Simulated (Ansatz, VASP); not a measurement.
One calculation of ScAl, two programs

File INCAR:

```
SYSTEM = ScAl
ALGO = Normal
EDIFF = 1E-6
ENCUT = 520
ISIF = 2
ISMEAR = -1
LASPH = .True.
LCHARG = .False.
LREAL = .False.
LWAVE = .False.
NBANDS = 14
NELM = 80
PREC = Accurate
SIGMA = 0.05
```

File KPOINTS:

```
k-points
0
Gamma
  11 11 11
  0 0 0
```

POSCAR

```
ScAl
1.0
    2.5827302062      0.0000000000      0.0000000000
    0.0000000000      2.5827302062      0.0000000000
    0.0000000000      0.0000000000      2.5827302062
Sc Al
1 1
Direct
    0.5000000000      0.5000000000      0.5000000000
    0.0000000000      0.0000000000      0.0000000000
```

Input for Ansatz:

```yaml
crystal:
  lattice:
    - [2.5827302062, 0.0, 0.0]
    - [0.0, 2.5827302062, 0.0]
    - [0.0, 0.0, 2.5827302062]
  atoms:
    - { symbol: Sc, position: [0.5, 0.5, 0.5] }
    - { symbol: Al, position: [0.0, 0.0, 0.0] }
kpoints:
  mp_grid: { grid: [11, 11, 11] }
  band_path:
    path:
      - [0.0, 0.0, 0.0]
      - [0.0, 0.5, 0.0]
      - [0.5, 0.5, 0.0]
      - [0.0, 0.0, 0.0]
      - [0.5, 0.5, 0.5]
      - [0.0, 0.5, 0.0]
      - [0.5, 0.5, 0.5]
      - [0.5, 0.5, 0.0]
    npoints: 6
scf:
  occupations: { method: fermi_dirac, width: 0.05 }
hamiltonian:
  xc: lda
  pseudopotentials: { kind: all_electron, lapw: { basis_error: 0.001 } }
output:
  forces: true
  stress: true
  eigenvalues: true
  populations: true
```

Change from the starting cell: volume scaled by 0.45, LAPW.

Alike in both runs: task single point; functional LDA; k mesh 11 × 11 × 11; occupations fermi-dirac, width 0.05 eV; no spin polarisation.

```csv
,VASP,Ansatz
version,VASP 6.6.1,Ansatz 0.2.0
potentials or method,"VASP PAW LDA potentials, release 64 (Sc_sv, Al), cutoff 520 eV","all-electron LAPW, scalar-relativistic"
```

|  | VASP | Ansatz | Ansatz less VASP |
| --- | --- | --- | --- |
| pressure (GPa) | 243.1 | 239.3 | -3.80 |

LDA's correlation is that of Perdew and Zunger in VASP and of Perdew and Wang (1992) in Ansatz. Both programs put the cell under a high pressure, so it lies far from rest at this level. Ansatz ran all-electron here, and VASP with PAW potentials.

Noted on VASP's run: the cell as given lies far from equilibrium.
